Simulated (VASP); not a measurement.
Write the native input for VASP 6.6.1 that does the following.

```
Task                   : single point
Functional             : PBEsol
Potentials or basis    : VASP PAW PBE potentials, release 64 (Ti_sv, C)
Cutoff                 : 520 eV
k mesh                 : 20 × 20 × 20
Occupations            : gaussian, width 0.15 eV
Spin                   : no spin polarisation
Dipole correction      : no
Further INCAR settings : ALGO = Normal; EDIFF = 1e-06; NBANDS = 15
```

The structure of TiC lies in POSCAR:

```
TiC
1.0
    0.0000000000      2.4981555169      1.6238010860
    2.4981555169      0.0000000000      1.6238010860
    2.4981555169      2.4981555169      0.0000000000
Ti C
1 1
Direct
    0.0000000000      0.0000000000      0.0000000000
    0.5000000000      0.5000000000      0.5000000000
```

This cell differs from its parent crystal: ratio of the length along z to the lengths across it x 0.65, volume and fractional coordinates fixed.

These files were run (other wordings do the same):

INCAR

```
PREC = Accurate
ENCUT = 520
EDIFF = 1E-6
ISMEAR = 0
SIGMA = 0.15
LREAL = False
LASPH = True
NELM = 80
ALGO = Normal
ISIF = 2
LWAVE = False
LCHARG = False
GGA = PS
NBANDS = 15
```

KPOINTS

```
regular mesh
0
Gamma
  20 20 20
```

Potentials or basis: VASP PAW PBE potentials, release 64 (Ti_sv, C).

The run is started by

```console
$ cat potpaw_PBE.64/Ti_sv/POTCAR potpaw_PBE.64/C/POTCAR > POTCAR
$ mpirun -np 1 vasp_std > vasp.out
```

Results of the run:

```yaml
Pressure: 71.8 GPa
Band_gap_on_the_k_mesh: zero (bands 8 and 9 overlap by 2.20 eV)
```

Caveat: the stress differs along the axes, from -25 to 266 GPa; the PAW data sets were made with another functional, which shifts forces and pressure a little.

It took 4.7 min on 1 thread of Intel Xeon 8259CL, on a shared host, peak memory 0.32 GiB.
